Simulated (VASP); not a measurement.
Write the native input for VASP 6.6.1 that does the following.

```yaml
Task: single point
Functional: PBE
Potentials_or_basis: VASP PAW PBE potentials, release 64 (B, N)
Cutoff: 520 eV
k_mesh: 12 × 12 × 4
Occupations: gaussian, width 0.02 eV
Spin: no spin polarisation
Dipole_correction: no
Further_INCAR_settings: ALGO = Normal; EDIFF = 1e-07; NBANDS = 16
```

The structure of BN lies in POSCAR:

```
BN
1.0
    2.5114524269      0.0000000000      0.0000000000
   -1.2557262135      2.1749816021      0.0000000000
    0.0000000000      0.0000000000      7.8718416229
B N
2 2
Direct
    0.3333333333      0.6666666667      0.2500000000
    0.6666666667      0.3333333333      0.7500000000
    0.3333333333      0.6666666667      0.7500000000
    0.6666666667      0.3333333333      0.2500000000
```

One way to write it, as run:

INCAR

```
PREC = Accurate ; ENCUT = 520
EDIFF = 1E-7 ; ISMEAR = 0
SIGMA = 0.02 ; LREAL = False
LASPH = True ; NELM = 100
ALGO = Normal ; ISIF = 2
LWAVE = False ; LCHARG = True
GGA = PE ; LELF = True
LVHAR = True ; NBANDS = 16
```

KPOINTS

```
regular mesh
0
Gamma
  12 12 4
```

Potentials or basis: VASP PAW PBE potentials, release 64 (B, N).

Launch:

```bash
$ cat potpaw_PBE.64/B/POTCAR potpaw_PBE.64/N/POTCAR > POTCAR
$ mpirun -np 1 vasp_std > vasp.out
```

Results of the run:

| Item | Value |
| --- | --- |
| Pressure | 0.3 GPa |
| Band gap on the k mesh | 4.51 eV (least direct gap 4.65 eV) |

Caveat: this functional lacks dispersion, which binds layers or chains, so the pressure and a relaxed spacing across them are unreliable.

It took 52 s on 1 thread of Intel Xeon 8259CL, on a shared host, peak memory 0.17 GiB.
